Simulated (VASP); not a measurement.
# K (Fd-3m) in VASP: further runs, part 2 of 2

VASP 6.6.1. The steps go on from the part before.

## Step 3: Single point, PBEsol (100.55 Å³/atom)

This run uses another cell than the first one, of 100.55 Å³/atom.

Contents of INCAR:

```
ALGO = Normal ; EDIFF = 1E-6
ENCUT = 520 ; GGA = PS
ISIF = 2 ; ISMEAR = -1
LASPH = T ; LCHARG = F
LREAL = F ; LWAVE = F
NBANDS = 16 ; NELM = 60
PREC = Accurate ; SIGMA = 0.1
```

Contents of KPOINTS:

```
k-points
0
Gamma
  7 7 7
```

Contents of POSCAR:

```
K
1.0
    0.0000000000      4.6500244545      4.6500244545
    4.6500244545      0.0000000000      4.6500244545
    4.6500244545      4.6500244545      0.0000000000
K
2
Direct
    0.1250000000      0.1250000000      0.1250000000
    0.8750000000      0.8750000000      0.8750000000
```

Potentials or basis: VASP PAW PBE potentials, release 64 (K_sv).

Started as:

```console
> cat potpaw_PBE.64/K_sv/POTCAR > POTCAR
> mpirun -np 1 vasp_std > vasp.out
```

OUTCAR:

```text
EDIFF = 1E-6
   ENCUT = 520
   GGA = PS
   ISIF = 2
   ISMEAR = -1
   LASPH = T
   LREAL = F
   NELM = 60
   PREC = Accurate

 ion  position               nearest neighbor table
   1  0.125  0.125  0.125-
   2  0.875  0.875  0.875-

  LATTYP: Found a face centered cubic cell.
 ALAT       =     9.3000489090

  Lattice vectors:

 A1 = (   0.0000000000,   4.6500244545,   4.6500244545)
 A2 = (   4.6500244545,   0.0000000000,   4.6500244545)
 A3 = (   4.6500244545,   4.6500244545,   0.0000000000)

Analysis of symmetry for initial positions (statically):
=====================================================================
 Subroutine PRICEL returns:
 Original cell was already a primitive cell.

 Routine SETGRP: Setting up the symmetry group for a
 face centered cubic supercell.

 Subroutine GETGRP returns: Found 48 space group operations
 (whereof 12 operations were pure point group operations)
 out of a pool of 48 trial point group operations.

The static configuration has the point symmetry D_3d.
 The point group associated with its full space group is O_h .

Analysis of symmetry for dynamics (positions and initial velocities):
=====================================================================
 Subroutine PRICEL returns:
 Original cell was already a primitive cell.

 Routine SETGRP: Setting up the symmetry group for a
 face centered cubic supercell.

 Subroutine GETGRP returns: Found 48 space group operations
 (whereof 12 operations were pure point group operations)
[... 106 lines left out ...]
   POTIM  = 0.5000    time-step for ionic-motion
   TEBEG  =    0.0;   TEEND  =   0.0 temperature during run
   PSTRESS=    0.0 pullay stress
   NELECT =      18.0000    total number of electrons
   NUPDOWN=      -1.0000    fix difference up-down
   EMIN   =  10.00;   EMAX   =-10.00  energy-range for DOS
   EFERMI =   0.00;   METHOD = LEGACY
   ISMEAR =    -1;   SIGMA  =   0.10  broadening in eV -4-tet -1-fermi 0-gaus
   EFERMI_NEDOS =   21; number of points for ismear=-14 and -15
   IALGO  =     38    algorithm
   IMIX   =      4    mixing-type and parameters
     AMIX     =   0.40;   BMIX     =  1.00
     AMIX_MAG =   1.60;   BMIX_MAG =  1.00
  volume/ion in A,a.u.               =     100.55       678.52
  Fermi-wavevector in a.u.,A,eV,Ry     =   0.732319  1.383883  7.296688  0.536291
  Thomas-Fermi vector in A             =   1.824753
   LORBIT       =      0    0 simple, 1 ext, 2 COOP (PROOUT), +10 PAW based schemes
   GGA     = PS    functional components
   LHFCALC =     F    Hartree Fock is set to
   AEXX    =    0.0000 exact exchange contribution
   IVDW    =     0    specifies the selected vdW correction
   LEPSILON=     F    determine dielectric tensor
   LRPA    =     F    only Hartree local field effects (RPA)
 non-spin polarized calculation
  energy-cutoff  :      520.00
  volume of cell :      201.09
 maximum number of plane-waves:      5521
 NGX is ok and might be reduce to    50
   NGX = 25   NGY = 25   NGZ = 25

 number of electron      18.0000000 magnetization

 Free energy of the ion-electron system (eV)
  ---------------------------------------------------
  ext. energy  EPLUGINS =         0.00000000
  ---------------------------------------------------
  free energy    TOTEN  =        -1.66189571 eV

  energy without entropy =       -1.60859214  energy(sigma->0) =       -1.63524392

 E-fermi :  -0.6905     XC(G=0):  -4.9228

 val. band max:       -0.7294719869   @ k =  -0.4286   0.1429   0.0000
 cond. band min:      -0.6545344948   @ k =  -0.2857   0.4286   0.1429
 fundamental gap:      0.0749374921
 Fermi energy:        -0.6905333407

 k-point     1 :       0.0000    0.0000    0.0000
  band No.  band energies     occupation
      1     -33.1796      2.00000
      2     -33.1599      2.00000
      3     -16.7514      2.00000
      4     -16.7514      2.00000
      5     -16.7514      2.00000
      6     -16.6716      2.00000
[... 357 lines left out ...]
      3     -16.7695      2.00000
      4     -16.7664      2.00000
      5     -16.7206      2.00000
      6     -16.7040      2.00000
[... 8 lines left out ...]
     15       2.3316      0.00000
     16       2.5518      0.00000

------------------------ aborting loop because EDIFF is reached ----------------------------------------

  FORCE on cell =-STRESS in cart. coord.  units (eV):
  Direction    XX          YY          ZZ          XY          YZ          ZX
  --------------------------------------------------------------------------------------
  -------------------------------------------------------------------------------------
  Total        0.0684300      0.0684300      0.0684300      0.0000000      0.0000000      0.0000000
  in kB        0.5452073      0.5452073      0.5452073      0.0000000      0.0000000      0.0000000
  external PRESSURE =       0.5452073 kB  Pullay stress =       0.0000000 kB

 VOLUME and BASIS-vectors are now :
 -----------------------------------------------------------------------------
  energy-cutoff  :      520.00
  volume of cell :      201.09
      direct lattice vectors                 reciprocal lattice vectors
     0.000000000  4.650024454  4.650024454    -0.107526316  0.107526316  0.107526316
     4.650024454  0.000000000  4.650024454     0.107526316 -0.107526316  0.107526316
     4.650024454  4.650024454  0.000000000     0.107526316  0.107526316 -0.107526316

 POSITION                                       TOTAL-FORCE (eV/Angst)
 -----------------------------------------------------------------------------------
      1.16251      1.16251      1.16251         0.000000      0.000000      0.000000
      8.13754      8.13754      8.13754        -0.000000     -0.000000     -0.000000
 -----------------------------------------------------------------------------------
    total drift:                                0.000000      0.000000     -0.000000

  FREE ENERGIE OF THE ION-ELECTRON SYSTEM (eV)
  ---------------------------------------------------
  free  energy   TOTEN  =        -1.6618957064 eV

  energy  without entropy=       -1.6085921419  energy(sigma->0) =       -1.63524392
```

OSZICAR:

```text
N       E                     dE             d eps       ncg     rms          rms(c)
DAV:   1     0.109592119599E+03    0.10959E+03   -0.72424E+03   640   0.849E+02
DAV:   2     0.721430297195E+01   -0.10238E+03   -0.10020E+03   792   0.242E+02
DAV:   3    -0.933201475573E+00   -0.81475E+01   -0.80208E+01  1120   0.501E+01
DAV:   4    -0.166232753252E+01   -0.72913E+00   -0.72828E+00   976   0.965E+00
DAV:   5    -0.167056247873E+01   -0.82349E-02   -0.82307E-02  1000   0.104E+00    0.173E+00
DAV:   6    -0.166471956023E+01    0.58429E-02   -0.68299E-03   960   0.572E-01    0.118E+00
DAV:   7    -0.166193660786E+01    0.27830E-02   -0.13798E-02   992   0.639E-01    0.164E-01
DAV:   8    -0.166190509829E+01    0.31510E-04   -0.20928E-03   896   0.348E-01    0.572E-02
DAV:   9    -0.166190311042E+01    0.19879E-05   -0.81889E-05  1048   0.520E-02    0.474E-02
DAV:  10    -0.166189670551E+01    0.64049E-05   -0.15020E-05   984   0.197E-02    0.863E-03
DAV:  11    -0.166189494142E+01    0.17641E-05   -0.32138E-06   704   0.966E-03    0.458E-03
DAV:  12    -0.166189570643E+01   -0.76501E-06   -0.25873E-07   704   0.347E-03
   1 F= -.16618957E+01 E0= -.16352439E+01  d E =-.533036E-01
```

It took 2.2 min on 1 thread of Intel Xeon 8259CL, shared host; peak memory 0.34 GiB.

Results:

| Property | Result |
| --- | --- |
| Free energy | -1.6619 eV |
| Pressure | 0.1 GPa |
| Band gap on the k mesh | zero (bands 9 and 10 overlap by 0.12 eV) |

Levels at points of the mesh, in eV from the Fermi level:
| k point | band 6 | band 7 | band 8 | band 9 | band 10 | band 11 | band 12 | band 13 |
| --- | --- | --- | --- | --- | --- | --- | --- | --- |
| (0.00, 0.00, 0.00) | -15.98 | -15.98 | -15.98 | -1.79 | 2.43 | 2.43 | 2.43 | 2.76 |

Caveat: the PAW data sets were made with another functional, which shifts forces and pressure a little.

## Step 4: Single point, PBEsol (104.74 Å³/atom)

This run uses another cell than the first one, of 104.74 Å³/atom.

Contents of INCAR:

```
PREC = Accurate
ENCUT = 520
EDIFF = 1E-6
ISMEAR = -1
SIGMA = 0.1
LREAL = F
LASPH = T
NELM = 80
ALGO = Normal
ISIF = 2
LWAVE = F
LCHARG = F
GGA = PS
NBANDS = 16
```

Contents of KPOINTS:

```
regular mesh
0
Gamma
  7 7 7
```

Contents of POSCAR:

```
K
1.0
    0.0000000000      4.7137313362      4.7137313362
    4.7137313362      0.0000000000      4.7137313362
    4.7137313362      4.7137313362      0.0000000000
K
2
Direct
    0.1250000000      0.1250000000      0.1250000000
    0.8750000000      0.8750000000      0.8750000000
```

Potentials or basis: VASP PAW PBE potentials, release 64 (K_sv).

Started as:

```console
> cat potpaw_PBE.64/K_sv/POTCAR > POTCAR
> mpirun -np 1 vasp_std > vasp.out
```

OUTCAR:

```text
PREC = Accurate
   ENCUT = 520
   EDIFF = 1E-6
   ISMEAR = -1
   LREAL = F
   LASPH = T
   NELM = 80
   ISIF = 2
   GGA = PS

 ion  position               nearest neighbor table
   1  0.125  0.125  0.125-
   2  0.875  0.875  0.875-

  LATTYP: Found a face centered cubic cell.
 ALAT       =     9.4274626724

  Lattice vectors:

 A1 = (   0.0000000000,   4.7137313362,   4.7137313362)
 A2 = (   4.7137313362,   0.0000000000,   4.7137313362)
 A3 = (   4.7137313362,   4.7137313362,   0.0000000000)

Analysis of symmetry for initial positions (statically):
=====================================================================
 Subroutine PRICEL returns:
 Original cell was already a primitive cell.

 Routine SETGRP: Setting up the symmetry group for a
 face centered cubic supercell.

 Subroutine GETGRP returns: Found 48 space group operations
 (whereof 12 operations were pure point group operations)
 out of a pool of 48 trial point group operations.

The static configuration has the point symmetry D_3d.
 The point group associated with its full space group is O_h .

Analysis of symmetry for dynamics (positions and initial velocities):
=====================================================================
 Subroutine PRICEL returns:
 Original cell was already a primitive cell.

 Routine SETGRP: Setting up the symmetry group for a
 face centered cubic supercell.

 Subroutine GETGRP returns: Found 48 space group operations
 (whereof 12 operations were pure point group operations)
 out of a pool of 48 trial point group operations.

The dynamic configuration has the point symmetry D_3d.
 The point group associated with its full space group is O_h .

 Subroutine INISYM returns: Found 48 space group operations
[... 105 lines left out ...]
   EMIN   =  10.00;   EMAX   =-10.00  energy-range for DOS
   EFERMI =   0.00;   METHOD = LEGACY
   ISMEAR =    -1;   SIGMA  =   0.10  broadening in eV -4-tet -1-fermi 0-gaus
   EFERMI_NEDOS =   21; number of points for ismear=-14 and -15
   IALGO  =     38    algorithm
   IMIX   =      4    mixing-type and parameters
     AMIX     =   0.40;   BMIX     =  1.00
     AMIX_MAG =   1.60;   BMIX_MAG =  1.00
  volume/ion in A,a.u.               =     104.74       706.79
  Fermi-wavevector in a.u.,A,eV,Ry     =   0.722422  1.365179  7.100789  0.521893
  Thomas-Fermi vector in A             =   1.812380
   LORBIT       =      0    0 simple, 1 ext, 2 COOP (PROOUT), +10 PAW based schemes
   GGA     = PS    functional components
   LHFCALC =     F    Hartree Fock is set to
   AEXX    =    0.0000 exact exchange contribution
   IVDW    =     0    specifies the selected vdW correction
   LEPSILON=     F    determine dielectric tensor
   LRPA    =     F    only Hartree local field effects (RPA)
 non-spin polarized calculation
  energy-cutoff  :      520.00
  volume of cell :      209.47
 maximum number of plane-waves:      5685
 NGX is ok and might be reduce to    50
   NGX = 25   NGY = 25   NGZ = 25

 number of electron      17.9999999 magnetization

 Free energy of the ion-electron system (eV)
  ---------------------------------------------------
  ext. energy  EPLUGINS =         0.00000000
  ---------------------------------------------------
  free energy    TOTEN  =        -1.66357612 eV

  energy without entropy =       -1.60978400  energy(sigma->0) =       -1.63668006

 E-fermi :  -0.7583     XC(G=0):  -4.8331

 val. band max:       -0.7816663597   @ k =  -0.4286   0.1429   0.0000
 cond. band min:      -0.7373561700   @ k =  -0.2857   0.4286   0.1429
 fundamental gap:      0.0443101897
 Fermi energy:        -0.7583168315

 k-point     1 :       0.0000    0.0000    0.0000
  band No.  band energies     occupation
      1     -33.2430      2.00000
      2     -33.2264      2.00000
      3     -16.8106      2.00000
      4     -16.8106      2.00000
      5     -16.8106      2.00000
      6     -16.7399      2.00000
[... 357 lines left out ...]
      3     -16.8263      2.00000
      4     -16.8237      2.00000
      5     -16.7832      2.00000
      6     -16.7686      2.00000
[... 8 lines left out ...]
     15       2.2353      0.00000
     16       2.4550      0.00000

------------------------ aborting loop because EDIFF is reached ----------------------------------------

  FORCE on cell =-STRESS in cart. coord.  units (eV):
  Direction    XX          YY          ZZ          XY          YZ          ZX
  --------------------------------------------------------------------------------------
  -------------------------------------------------------------------------------------
  Total       -0.0062965     -0.0062965     -0.0062965     -0.0000000     -0.0000000      0.0000000
  in kB       -0.0481601     -0.0481601     -0.0481601     -0.0000000     -0.0000000      0.0000000
  external PRESSURE =      -0.0481601 kB  Pullay stress =       0.0000000 kB

 VOLUME and BASIS-vectors are now :
 -----------------------------------------------------------------------------
  energy-cutoff  :      520.00
  volume of cell :      209.47
      direct lattice vectors                 reciprocal lattice vectors
     0.000000000  4.713731336  4.713731336    -0.106073080  0.106073080  0.106073080
     4.713731336  0.000000000  4.713731336     0.106073080 -0.106073080  0.106073080
     4.713731336  4.713731336  0.000000000     0.106073080  0.106073080 -0.106073080

 POSITION                                       TOTAL-FORCE (eV/Angst)
 -----------------------------------------------------------------------------------
      1.17843      1.17843      1.17843         0.000000      0.000000      0.000000
      8.24903      8.24903      8.24903        -0.000000     -0.000000     -0.000000
 -----------------------------------------------------------------------------------
    total drift:                                0.000000      0.000000     -0.000000

  FREE ENERGIE OF THE ION-ELECTRON SYSTEM (eV)
  ---------------------------------------------------
  free  energy   TOTEN  =        -1.6635761165 eV

  energy  without entropy=       -1.6097839993  energy(sigma->0) =       -1.63668006
```

Wall time 2.7 min (1 thread of Intel Xeon 8259CL, shared host); peak memory 0.35 GiB.

Results:

```
Free energy            : -1.6636 eV
Pressure               : 0.0 GPa
Band gap on the k mesh : zero (bands 9 and 10 overlap by 0.09 eV)
```

Caveat: the PAW data sets were made with another functional, which shifts forces and pressure a little.

## Step 5: Single point, PBEsol (108.93 Å³/atom)

This run uses another cell than the first one, of 108.93 Å³/atom.

Contents of INCAR:

```
PREC     = Accurate       # precision mode
ENCUT    = 520            # plane-wave cutoff, eV
EDIFF    = 1E-6           # SCF threshold, eV
ISMEAR   = -1             # smearing method
SIGMA    = 0.1            # smearing width, eV
LREAL    = False          # projectors in reciprocal space
LASPH    = True           # aspherical terms in the spheres
NELM     = 100            # most SCF steps
ALGO     = Normal         # electronic algorithm
ISIF     = 2              # what is computed and relaxed
LWAVE    = False          # write WAVECAR
LCHARG   = False          # write CHGCAR
GGA      = PS             # functional
NBANDS   = 16             # bands
```

Contents of KPOINTS:

```
Automatic mesh
0
Gamma
  7 7 7
```

Contents of POSCAR:

```
K
1.0
    0.0000000000      4.7757612303      4.7757612303
    4.7757612303      0.0000000000      4.7757612303
    4.7757612303      4.7757612303      0.0000000000
K
2
Direct
    0.1250000000      0.1250000000      0.1250000000
    0.8750000000      0.8750000000      0.8750000000
```

Started as:

```console
> cat potpaw_PBE.64/K_sv/POTCAR > POTCAR
> mpirun -np 1 vasp_std > vasp.out
```

Wall time 2.7 min (1 thread of Intel Xeon 8259CL, shared host); peak memory 0.35 GiB.

The run converged. Its results:

| Item | Value |
| --- | --- |
| Free energy | -1.6625 eV |
| Pressure | -0.1 GPa |
| Band gap on the k mesh | zero (bands 9 and 10 overlap by 0.07 eV) |

Levels at points of the mesh, in eV from the Fermi level:
```tsv
k point	band 6	band 7	band 8	band 9	band 10	band 11	band 12	band 13
(0.00, 0.00, 0.00)	-15.98	-15.98	-15.98	-1.69	2.37	2.37	2.37	2.69
```

Caveat: the PAW data sets were made with another functional, which shifts forces and pressure a little.

## Step 6: Overview

```tsv
cell	gap on the mesh (eV)	pressure (GPa)
a = 6.483 Å, angles 60.0°, 2 atoms	none	0.1
a = 6.576 Å, angles 60.0°, 2 atoms	none	0.1
a = 6.666 Å, angles 60.0°, 2 atoms	none	0.0
a = 6.754 Å, angles 60.0°, 2 atoms	none	-0.1
```

Alike in all rows: task single point; level PBEsol; potentials or basis VASP PAW PBE potentials, release 64 (K_sv); no spin polarisation; k mesh 7 × 7 × 7; cutoff (eV) 520; smearing fermi-dirac 0.1 eV.

Caveats: the PAW data sets were made with another functional, which shifts forces and pressure a little.

Total energies depend on the potentials used, so only differences within one code and one set of settings carry meaning.

The gap in the log of VASP goes by the Fermi energy; the results here count the filled bands.